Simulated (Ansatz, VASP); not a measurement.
# One calculation of SrTiO3, two programs

INCAR

```
SYSTEM = SrTiO3
  ALGO = Normal
  EDIFF = 1E-6
  ENCUT = 520
  GGA = PE
  ISIF = 2
  ISMEAR = -1
  LASPH = .TRUE.
  LCHARG = .FALSE.
  LREAL = .FALSE.
  LWAVE = .FALSE.
  NBANDS = 28
  NELM = 80
  PREC = Accurate
  SIGMA = 0.05
```

The input KPOINTS:

```
k-points
0
G
  7 7 7
  0 0 0
```

Contents of POSCAR:

```
SrTiO3
1.0
    3.9050000000      0.0000000000      0.0000000000
    0.0000000000      3.9050000000      0.0000000000
    0.0000000000      0.0000000000      3.8269000000
Sr Ti O
1 1 3
Direct
    0.0000000000      0.0000000000      0.0000000000
    0.5000000000      0.5000000000      0.5000000000
    0.0000000000      0.5000000000      0.5000000000
    0.5000000000      0.0000000000      0.5000000000
    0.5000000000      0.5000000000      0.0000000000
```

Input for Ansatz:

```yaml
crystal:
  lattice:
    - [3.905, 0.0, 0.0]
    - [0.0, 3.905, 0.0]
    - [0.0, 0.0, 3.8269]
  atoms:
    - { symbol: Sr, position: [0.0, 0.0, 0.0] }
    - { symbol: Ti, position: [0.5, 0.5, 0.5] }
    - { symbol: O, position: [0.0, 0.5, 0.5] }
    - { symbol: O, position: [0.5, 0.0, 0.5] }
    - { symbol: O, position: [0.5, 0.5, 0.0] }
kpoints:
  mp_grid: { grid: [7, 7, 7] }
  band_path:
    path:
      - [0.0, 0.0, 0.0]
      - [0.0, 0.5, 0.0]
      - [0.5, 0.5, 0.0]
      - [0.0, 0.0, 0.0]
      - [0.0, 0.0, 0.5]
      - [0.0, 0.5, 0.5]
      - [0.5, 0.5, 0.5]
      - [0.0, 0.0, 0.5]
      - [0.0, 0.5, 0.0]
    npoints: 5
scf:
  occupations: { method: fermi_dirac, width: 0.05 }
hamiltonian:
  xc: pbe
  pseudopotentials: { kind: all_electron, lapw: { basis_error: 0.001 } }
output:
  forces: true
  stress: true
  eigenvalues: true
```

Change from the starting cell: zz strain of -2 %.

Alike in both runs: task single point; functional PBE; k mesh 7 × 7 × 7; occupations fermi-dirac, width 0.05 eV; no spin polarisation.

```csv
,VASP,Ansatz
version,VASP 6.6.1,Ansatz 0.2.0
potentials or method,"VASP PAW PBE potentials, release 64 (Sr_sv, Ti_sv, O), cutoff 520 eV","all-electron LAPW, scalar-relativistic"
```

```csv
,VASP,Ansatz,Ansatz less VASP
gap on the k mesh at the Fermi level (eV),1.93,1.96,+0.027
pressure (GPa),9.1,8.4,-0.72
"traceless stress, the component that is largest in VASP (GPa)",3.70,3.64,-0.066
```

Ansatz ran all-electron here, and VASP with PAW potentials.
